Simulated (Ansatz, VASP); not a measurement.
Ga: VASP beside Ansatz

Contents of INCAR:

```
ALGO = Normal ; EDIFF = 1E-6
ENCUT = 500 ; GGA = PS
GGA_COMPAT = False ; ISIF = 2
ISMEAR = 0 ; LASPH = True
LCHARG = True ; LELF = True
LREAL = False ; LVHAR = True
LWAVE = False ; NBANDS = 12
NELM = 120 ; PREC = Accurate
SIGMA = 0.1
```

File KPOINTS:

```
k-points
0
Gamma
  8 8 8
```

The input POSCAR:

```
Ga
1.0
   -1.6476899630      1.6476899630      1.6476899630
    1.6476899630     -1.6476899630      1.6476899630
    1.6476899630      1.6476899630     -1.6476899630
Ga
1
Direct
    0.0000000000      0.0000000000      0.0000000000
```

Input for Ansatz:

```yaml
crystal:
  lattice:
    - [-1.647689963, 1.647689963, 1.647689963]
    - [1.647689963, -1.647689963, 1.647689963]
    - [1.647689963, 1.647689963, -1.647689963]
  atoms:
    - { symbol: Ga, position: [0.0, 0.0, 0.0] }
basis:
  ecutwfc: 420
kpoints:
  mp_grid: { grid: [8, 8, 8] }
hamiltonian:
  xc: pbesol
scf:
  occupations: { method: gaussian, width: 0.1 }
output:
  forces: true
  stress: true
  eigenvalues: true
```

Alike in both runs: task single point; functional PBEsol; k mesh 8 × 8 × 8; occupations gaussian, width 0.1 eV; no spin polarisation.

|  | VASP | Ansatz |
| --- | --- | --- |
| version | VASP 6.6.1 | Ansatz 0.2.0 |
| potentials or method | VASP PAW PBE potentials, release 64 (Ga_d), cutoff 500 eV | scalar-relativistic, plane waves, PAW |
| valence electrons in the cell | 13 | 13 |

VASP gave:

* gap on the k mesh at the Fermi level (eV): none
* pressure (GPa): 0.7

Task: What did Ansatz give for the same quantities?

Result: gap on the k mesh at the Fermi level (eV): none; pressure (GPa): 0.6.

VASP's potentials were made for PBE, not for PBEsol. A gap of «none» marks a metal or a gap that the smearing closes.
